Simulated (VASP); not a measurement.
A run of VASP 6.6.1 is set up as follows.

The input POSCAR:

```
ScAgTe2
1.0
    4.1731191628      0.0000000000      0.0000000000
    0.0000000000      5.7832370031      0.0000000000
    0.0000000000      0.0000000000      8.7517338814
Ag Te Sc
2 4 2
Direct
    0.0000000000      0.0000000000      0.8542669430
    0.5000000000      0.5000000000      0.1457330570
    0.0000000000      0.5000000000      0.8787510974
    0.5000000000      0.0000000000      0.1212489026
    0.0000000000      0.5000000000      0.4064901739
    0.5000000000      0.0000000000      0.5935098261
    0.0000000000      0.0000000000      0.3486337075
    0.5000000000      0.5000000000      0.6513662925
```

INCAR.step1

```
ALGO = Normal ; EDIFF = 1E-4
ENCUT = 520 ; GGA = PE
ISMEAR = -1 ; LASPH = True
LCHARG = False ; LREAL = False
LWAVE = True ; NBANDS = 44
NELM = 80 ; PREC = Accurate
SIGMA = 0.03
```

INCAR.step2

```
ALGO = Normal ; BPARAM = 11.95
CPARAM = 0.0093 ; EDIFF = 1E-6
ENCUT = 520 ; ISIF = 2
ISMEAR = -1 ; ISTART = 1
IVDW_NL = 2 ; LASPH = True
LCHARG = True ; LELF = True
LMIXTAU = True ; LREAL = False
LUSE_VDW = True ; LVHAR = True
LWAVE = False ; METAGGA = R2SCAN
NBANDS = 44 ; NELM = 80
PREC = Accurate ; SIGMA = 0.03
```

File KPOINTS:

```
k-points
0
Gamma
  6 4 4
```

Potentials or basis: VASP PAW PBE potentials, release 64 (Ag, Te, Sc_sv).

The run is started by

```sh
$ cat potpaw_PBE.64/Ag/POTCAR potpaw_PBE.64/Te/POTCAR potpaw_PBE.64/Sc_sv/POTCAR > POTCAR
$ cp INCAR.step1 INCAR
$ mpirun -np 1 vasp_std > vasp.out
$ cp INCAR.step2 INCAR
$ mpirun -np 1 vasp_std > vasp.out
```

Problem. What does it give for the band gap on the k mesh?

Solution. 0.30 eV (least direct gap 0.81 eV).

Problem. Predict the pressure.

Solution. 0.3 GPa.

Problem. What does it give for the largest force?

Solution. 0.037 eV/Å.

Forces in eV/Å, atoms in the order of the input:
```
Ag   0.000  0.000 -0.004
Ag   0.000  0.000  0.004
Te   0.000  0.000  0.037
Te   0.000  0.000 -0.037
Te   0.000  0.000 -0.014
Te   0.000  0.000  0.014
Sc   0.000  0.000  0.012
Sc   0.000  0.000 -0.012
```

Caveat: semilocal functionals underestimate gaps, and a narrow one can read as zero; the PAW data sets were made with another functional, which shifts forces and pressure a little; spin-orbit coupling is left out, which moves the levels of the heavy elements. A k mesh can miss the band edges.
